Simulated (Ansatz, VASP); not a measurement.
# RbCl in VASP and in Ansatz

```
Rb Cl
1.0
    -0.03274    3.27400    3.27400
     3.27400   -0.03274    3.27400
     3.24126    3.24126    0.00000
Rb Cl
1 1
Direct
  0.00000 0.00000 0.00000
  0.50000 0.50000 0.50000
```

Alike in both runs: task single point; functional PBEsol; k mesh 6 × 6 × 6; occupations fermi-dirac, width 0.05 eV; no spin polarisation.

|  | VASP | Ansatz |
| --- | --- | --- |
| version | VASP 6.6.1 | Ansatz 0.2.0 |
| potentials or method | VASP PAW PBE potentials, release 64 (Rb_sv, Cl), cutoff 500 eV | plane waves, PAW |
| valence electrons in the cell | 16 | 16 |

```tsv
	VASP	Ansatz	Ansatz less VASP
pressure (GPa)	0.0	0.0	-0.01
traceless stress, the component that is largest in VASP (GPa)	0.10	0.10	+0.001
```

VASP's potentials were made for PBE, not for PBEsol.
